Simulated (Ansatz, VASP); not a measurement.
# SnO in VASP and in Ansatz

```
Sn O
1.0
     2.50000   -2.86000    0.00000
     2.50000    2.86000    0.00000
     0.00000    0.00000   11.12000
Sn O
4 4
Cartesian
  0.0000 0.0000 0.0000
  0.0000 0.0000 5.5600
  2.5000 -0.3375 2.8245
  2.5000 0.3375 8.3845
  3.4000 -1.4300 4.2256
  1.6000 1.4300 9.7856
  1.6000 -1.4300 4.2256
  3.4000 1.4300 9.7856
```

Alike in both runs: task single point; functional PBE; k mesh 10 × 10 × 4; no spin polarisation.

|  | VASP | Ansatz |
| --- | --- | --- |
| version | VASP 6.6.1 | Ansatz 0.2.0 |
| potentials or method | VASP PAW PBE potentials, release 64 (Sn_d, O), cutoff 520 eV | scalar-relativistic, plane waves, PAW |
| occupations | methfessel-paxton of order 1, width 0.5 eV | cold, width 0.5 eV |
| valence electrons in the cell | 80 | 80 |

```tsv
	VASP	Ansatz	Ansatz less VASP
gap on the k mesh at the Fermi level (eV)	none	none	-
pressure (GPa)	10.2	10.0	-0.11
traceless stress, the component that is largest in VASP (GPa)	20.22	19.51	-0.712
rms of the force components (eV/Å)	3.711	3.634	-0.0773
```

Atom by atom the forces differ by 0.078 eV/Å (rms over components). A gap of «none» marks a metal or a gap that the smearing closes.
